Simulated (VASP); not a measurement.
# Sc3B2N (P3m1) in VASP: relaxation of shape and atoms at fixed volume with PBE

Aim: the relaxation of shape and atoms at fixed volume of Sc3B2N with PBE.

Program: VASP 6.6.1. These are calculated values, not measurements. Logs are shortened: lines on timing, memory, paths and dates and some standing lists are left out, and cuts for length are marked.

**1. The cell of the first run**

Symmetry: P3m1, No. 156, trigonal system. The conventional cell has a = 3.238 Å, b = 3.238 Å, c = 9.183 Å, α = 90.00°, β = 90.00°, γ = 120.00°. Sc (site symmetry 3m) has 3 N at 2.32 Å and 6 B at 2.60 to 2.62 Å and 9 Sc at 3.15 to 3.24 Å within 3.3 Å. Within 2.9 Å of Sc (site symmetry 3m) lie 3 N at 2.20 Å. Within 3.3 Å of Sc (site symmetry 3m) lie 6 B at 2.51 to 2.54 Å and 6 Sc at 3.24 Å. B (site symmetry 3m) has 3 B at 1.87 Å and 6 Sc at 2.54 to 2.60 Å within 2.6 Å. Within 2.7 Å of B (site symmetry 3m) lie 3 B at 1.87 Å and 6 Sc at 2.51 to 2.62 Å. Within 2.9 Å of N (site symmetry 3m) lie 6 Sc at 2.20 to 2.32 Å.

**2. Relaxation of shape and atoms at fixed volume, PBE (13.90 Å³/atom)**

INCAR

```
SYSTEM = Sc3B2N
ALGO = Normal ; EDIFF = 1E-6
EDIFFG = -0.01 ; ENCUT = 600
GGA = PE ; IBRION = 2
ISIF = 4 ; ISMEAR = 0
LASPH = .TRUE. ; LCHARG = .FALSE.
LREAL = .FALSE. ; LWAVE = .FALSE.
NELM = 80 ; NSW = 50
PREC = Accurate ; SIGMA = 0.1
```

KPOINTS

```
k-points
0
G
  12 12 4
  0 0 0
```

POSCAR

```
Sc3B2N
1.0
    3.2383701863      0.0000000000      0.0000000000
   -1.6191850932      2.8045108482      0.0000000000
    0.0000000000      0.0000000000      9.1829866812
Sc B N
3 2 1
Direct
    0.3333333333      0.6666666667      0.3875995924
    0.6666666667      0.3333333333      0.6638073020
    0.3333333333      0.6666666667      0.0044882425
    0.6666666667      0.3333333333      0.1913332030
    0.0000000000      0.0000000000      0.1869764739
    0.0000000000      0.0000000000      0.5377951864
```

Potentials or basis: VASP PAW PBE potentials, release 64 (Sc_sv, B, N).

Run with:

```console
cat potpaw_PBE.64/Sc_sv/POTCAR potpaw_PBE.64/B/POTCAR potpaw_PBE.64/N/POTCAR > POTCAR
mpirun -np 1 vasp_std > vasp.out
```

OUTCAR:

```text
SYSTEM = Sc3B2N
   EDIFF = 1E-6
   EDIFFG = -0.01
   ENCUT = 600
   GGA = PE
   IBRION = 2
   ISIF = 4
   ISMEAR = 0
   LASPH = .TRUE.
   LREAL = .FALSE.
   NELM = 80
   NSW = 50
   PREC = Accurate

 ion  position               nearest neighbor table
   1  0.333  0.667  0.388-   6 2.32   6 2.32   6 2.32   4 2.60   4 2.60   4 2.60   5 2.62   5 2.62
                             5 2.62   2 3.15   2 3.15   2 3.15
   2  0.667  0.333  0.664-   6 2.20   6 2.20   6 2.20   1 3.15   1 3.15   1 3.15
   3  0.333  0.667  0.004-   5 2.51   5 2.51   5 2.51   4 2.54   4 2.54   4 2.54
   4  0.667  0.333  0.191-   5 1.87   5 1.87   5 1.87   3 2.54   3 2.54   3 2.54   1 2.60   1 2.60
                             1 2.60
   5  0.000  0.000  0.187-   4 1.87   4 1.87   4 1.87   3 2.51   3 2.51   3 2.51   1 2.62   1 2.62
                             1 2.62
   6  0.000  0.000  0.538-   2 2.20   2 2.20   2 2.20   1 2.32   1 2.32   1 2.32

  LATTYP: Found a hexagonal cell.
 ALAT       =     3.2383701863
 C/A-ratio  =     2.8356815784

  Lattice vectors:

 A1 = (   3.2383701863,   0.0000000000,   0.0000000000)
 A2 = (  -1.6191850932,   2.8045108482,   0.0000000000)
 A3 = (   0.0000000000,   0.0000000000,   9.1829866812)

Analysis of symmetry for initial positions (statically):
=====================================================================
 Subroutine PRICEL returns:
 Original cell was already a primitive cell.

 Routine SETGRP: Setting up the symmetry group for a
 hexagonal supercell.

 Subroutine GETGRP returns: Found  6 space group operations
 (whereof  6 operations were pure point group operations)
 out of a pool of 24 trial point group operations.

The static configuration has the point symmetry C_3v.

Analysis of symmetry for dynamics (positions and initial velocities):
=====================================================================
 Subroutine PRICEL returns:
 Original cell was already a primitive cell.

 Routine SETGRP: Setting up the symmetry group for a
 hexagonal supercell.

 Subroutine GETGRP returns: Found  6 space group operations
 (whereof  6 operations were pure point group operations)
 out of a pool of 24 trial point group operations.

The dynamic configuration has the point symmetry C_3v.

 Subroutine INISYM returns: Found  6 space group operations
 (whereof  6 operations are pure point group operations),
 and found     1 'primitive' translations

----------------------------------------------------------------------------------------

                                     Primitive cell

  volume of cell :      83.4003

  direct lattice vectors                    reciprocal lattice vectors
     3.238370186  0.000000000  0.000000000     0.308797309  0.178284210  0.000000000
    -1.619185093  2.804510848  0.000000000     0.000000000  0.356568419  0.000000000
     0.000000000  0.000000000  9.182986681     0.000000000  0.000000000  0.108897033

  length of vectors
     3.238370186  3.238370186  9.182986681     0.356568419  0.356568419  0.108897033

  position of ions in fractional coordinates (direct lattice)
     0.333333333  0.666666667  0.387599592
     0.666666667  0.333333333  0.663807302
     0.333333333  0.666666667  0.004488243
     0.666666667  0.333333333  0.191333203
     0.000000000  0.000000000  0.186976474
     0.000000000  0.000000000  0.537795186

  ion indices of the primitive-cell ions
   primitive index   ion index
                 1           1
                 2           2
                 3           3
                 4           4
                 5           5
                 6           6

----------------------------------------------------------------------------------------

 KPOINTS: k-points

Automatic generation of k-mesh.
 Grid dimensions read from file:
 generate k-points for:   12   12    4

 Generating k-lattice:

  Cartesian coordinates                     Fractional coordinates (reciprocal lattice)
     0.025733109  0.014857017  0.000000000     0.083333333  0.000000000  0.000000000
     0.000000000  0.029714035  0.000000000     0.000000000  0.083333333  0.000000000
     0.000000000  0.000000000  0.027224258     0.000000000  0.000000000  0.250000000

  Length of vectors
     0.029714035  0.029714035  0.027224258

  Shift w.r.t. Gamma in fractional coordinates (k-lattice)
     0.000000000  0.000000000  0.000000000

 Subroutine IBZKPT returns following result:
 ===========================================

 Found     69 irreducible k-points:

 Following reciprocal coordinates:
            Coordinates               Weight
  0.000000  0.000000  0.000000      1.000000
  0.083333 -0.000000  0.000000      6.000000
  0.166667 -0.000000  0.000000      6.000000
  0.250000  0.000000  0.000000      6.000000
  0.333333  0.000000  0.000000      6.000000
  0.416667  0.000000  0.000000      6.000000
[... 16 lines left out ...]
  0.166667 -0.000000  0.250000      6.000000
  0.000000  0.166667  0.250000      6.000000
 [... further k-points ...]
   k-points           NKPTS =     69   k-points in BZ     NKDIM =     69   number of bands    NBANDS=     26
   number of dos      NEDOS =    301   number of ions     NIONS =      6
   total plane-waves  NPLWV =  62720
   dimension x,y,z NGX =    28 NGY =   28 NGZ =   80
   dimension x,y,z NGXF=    56 NGYF=   56 NGZF=  160
   ions per type =               3   2   1
   NGX,Y,Z   is equivalent  to a cutoff of  14.37, 14.37, 14.48 a.u.
   NGXF,Y,Z  is equivalent  to a cutoff of  28.75, 28.75, 28.97 a.u.
 SYSTEM =  Sc3B2N
   PREC   = accura    normal or accurate (medium, high low for compatibility)
   ISTART =      0    job   : 0-new  1-cont  2-samecut
   ICHARG =      2    charge: 1-file 2-atom 10-const
   ISPIN  =      1    spin polarized calculation?
   LNONCOLLINEAR =      F non collinear calculations
   LSORBIT =      F    spin-orbit coupling
   LASPH  =      T    aspherical Exc in radial PAW
   ENCUT  =  600.0 eV  44.10 Ry    6.64 a.u.   6.47  6.47 18.34*2*pi/ulx,y,z
   NELM   =     80;   NELMIN=  2; NELMDL= -5     # of ELM steps
   EDIFF  = 0.1E-05   stopping-criterion for ELM
   LREAL  =      F    real-space projection
   EDIFFG = -.1E-01   stopping-criterion for IOM
   NSW    =     50    number of steps for IOM
   IBRION =      2    ionic relax: 0-MD 1-quasi-New 2-CG
   NFREE  =      1    steps in history (QN), initial steepest desc. (CG)
   ISIF   =      4    stress and relaxation
   ISYM   =      2    0-nonsym 1-usesym 2-fastsym
   POTIM  = 0.5000    time-step for ionic-motion
   TEBEG  =    0.0;   TEEND  =   0.0 temperature during run
   PSTRESS=    0.0 pullay stress
   NELECT =      44.0000    total number of electrons
   NUPDOWN=      -1.0000    fix difference up-down
   EMIN   =  10.00;   EMAX   =-10.00  energy-range for DOS
   EFERMI =   0.00;   METHOD = LEGACY
   ISMEAR =     0;   SIGMA  =   0.10  broadening in eV -4-tet -1-fermi 0-gaus
   EFERMI_NEDOS =   21; number of points for ismear=-14 and -15
   IALGO  =     38    algorithm
   IMIX   =      4    mixing-type and parameters
     AMIX     =   0.40;   BMIX     =  1.00
     AMIX_MAG =   1.60;   BMIX_MAG =  1.00
  volume/ion in A,a.u.               =      13.90        93.80
  Fermi-wavevector in a.u.,A,eV,Ry     =   1.322827  2.499781 23.808460  1.749872
  Thomas-Fermi vector in A             =   2.452480
   LORBIT       =      0    0 simple, 1 ext, 2 COOP (PROOUT), +10 PAW based schemes
   GGA     = PE    functional components
   LHFCALC =     F    Hartree Fock is set to
   AEXX    =    0.0000 exact exchange contribution
   IVDW    =     0    specifies the selected vdW correction
   LEPSILON=     F    determine dielectric tensor
   LRPA    =     F    only Hartree local field effects (RPA)
 conjugate gradient relaxation of ions
 non-spin polarized calculation
 Gauss-broadening in eV      SIGMA  =   0.10
  energy-cutoff  :      600.00
  volume of cell :       83.40
 maximum number of plane-waves:      2857
 NGX is ok and might be reduce to    28
   NGX = 13   NGY = 13   NGZ = 37

--------------------------------------- Ionic step        1  -------------------------------------------

 number of electron      44.0000003 magnetization

 Free energy of the ion-electron system (eV)
  ---------------------------------------------------
  ext. energy  EPLUGINS =         0.00000000
  ---------------------------------------------------
  free energy    TOTEN  =       -46.61209979 eV

  energy without entropy =      -46.59613463  energy(sigma->0) =      -46.60411721

------------------------ aborting loop because EDIFF is reached ----------------------------------------

  FORCE on cell =-STRESS in cart. coord.  units (eV):
  Direction    XX          YY          ZZ          XY          YZ          ZX
  --------------------------------------------------------------------------------------
  -------------------------------------------------------------------------------------
  Total       -3.5276169     -3.5276169     -3.2721461      0.0000000      0.0000000      0.0000000
  in kB      -67.7679617    -67.7679617    -62.8601914      0.0000000      0.0000000      0.0000000
  external PRESSURE =     -66.1320382 kB  Pullay stress =       0.0000000 kB
[... 265 lines left out ...]
  energy  without entropy=      -46.5998967136  energy(sigma->0) =      -46.60833969

--------------------------------------- Ionic step        8  -------------------------------------------

 number of electron      44.0000003 magnetization

 Free energy of the ion-electron system (eV)
  ---------------------------------------------------
  ext. energy  EPLUGINS =         0.00000000
  ---------------------------------------------------
  free energy    TOTEN  =       -46.61679412 eV

  energy without entropy =      -46.59989857  energy(sigma->0) =      -46.60834634

 E-fermi :   5.0383     XC(G=0): -10.8903

 val. band max:        5.0265697691   @ k =   0.1667   0.1667   0.5000
 cond. band min:       5.0583641361   @ k =   0.4167   0.1667   0.0000
 fundamental gap:      0.0317943670
 Fermi energy:         5.0382581702

 k-point     1 :       0.0000    0.0000    0.0000
  band No.  band energies     occupation
      1     -44.3820      2.00000
      2     -44.1593      2.00000
      3     -43.8366      2.00000
      4     -23.1430      2.00000
      5     -22.9252      2.00000
      6     -22.8518      2.00000
[... 685 lines left out ...]
     25       6.9565      0.00000
     26       7.0147      0.00000

 [... further k-points ...]
[... 5 lines left out ...]
  --------------------------------------------------------------------------------------
  -------------------------------------------------------------------------------------
  Total       -3.0289532     -3.0289532     -3.0598764      0.0000000     -0.0000000      0.0000000
  in kB      -58.1882874    -58.1882874    -58.7823438      0.0000000     -0.0000000      0.0000000
  external PRESSURE =     -58.3863062 kB  Pullay stress =       0.0000000 kB
[... 21 lines left out ...]
  FREE ENERGIE OF THE ION-ELECTRON SYSTEM (eV)
  ---------------------------------------------------
  free  energy   TOTEN  =       -46.6167941228 eV

  energy  without entropy=      -46.5998985668  energy(sigma->0) =      -46.60834634

 reached required accuracy - stopping structural energy minimisation
```

It took 9 min on 1 thread of Intel Xeon 6975P-C (Granite Rapids), shared host; peak memory 0.36 GiB.

What came out:

```
Free energy                  : -46.6168 eV
Energy gained by relaxing    : 0.8 meV/atom
Ionic steps                  : 8
Pressure after relaxing      : -5.8 GPa
Largest force after relaxing : 0.006 eV/Å
Band gap on the k mesh       : zero (bands 22 and 23 overlap by 0.81 eV)
```

Forces on the atoms (eV/Å):
```
Sc   0.000  0.000  0.005
Sc   0.000  0.000 -0.006
Sc   0.000  0.000 -0.002
B    0.000  0.000 -0.001
B    0.000  0.000  0.004
N    0.000  0.000 -0.001
```

The path:
```csv
step,energy change (eV),largest force (eV/Å),pressure (GPa),volume (Å³)
1,0.0000,0.1879,-6.61,83.40
2,-0.0025,0.0999,-6.34,83.40
3,-0.0033,0.0723,-6.08,83.40
4,-0.0041,0.0490,-6.01,83.40
5,-0.0044,0.0289,-5.95,83.40
6,-0.0045,0.0392,-5.91,83.40
7,-0.0047,0.0106,-5.85,83.40
8,-0.0047,0.0057,-5.84,83.40
```

Final structure:
```
Sc B N
1.0
     3.23199    0.00000    0.00000
    -1.61599    2.79898    0.00000
     0.00000    0.00000    9.21930
Sc B N
3 2 1
Cartesian
  0.0000 1.8660 3.5677
  1.6160 0.9330 6.0927
  0.0000 1.8660 0.0670
  1.6160 0.9330 1.7732
  -1.6160 2.7990 1.7301
  3.2320 0.0000 4.9498
```

Levels at points of the mesh, in eV from the Fermi level:
| k point | band 19 | band 20 | band 21 | band 22 | band 23 | band 24 | band 25 | band 26 |
| --- | --- | --- | --- | --- | --- | --- | --- | --- |
| (0.00, 0.00, 0.00) | -2.22 | -0.81 | -0.81 | 0.45 | 1.69 | 1.69 | 1.81 | 2.06 |
| (0.50, 0.00, 0.00) | -2.65 | -2.02 | -1.44 | -0.66 | -0.10 | 0.52 | 1.94 | 3.06 |
| (0.00, 0.00, 0.50) | -1.48 | -0.81 | -0.81 | -0.13 | 1.77 | 1.77 | 1.97 | 1.97 |
| (0.50, 0.00, 0.50) | -2.63 | -2.01 | -1.51 | -0.53 | -0.10 | 0.48 | 1.94 | 2.88 |

The gap in the log of VASP goes by the Fermi energy; the results here count the filled bands.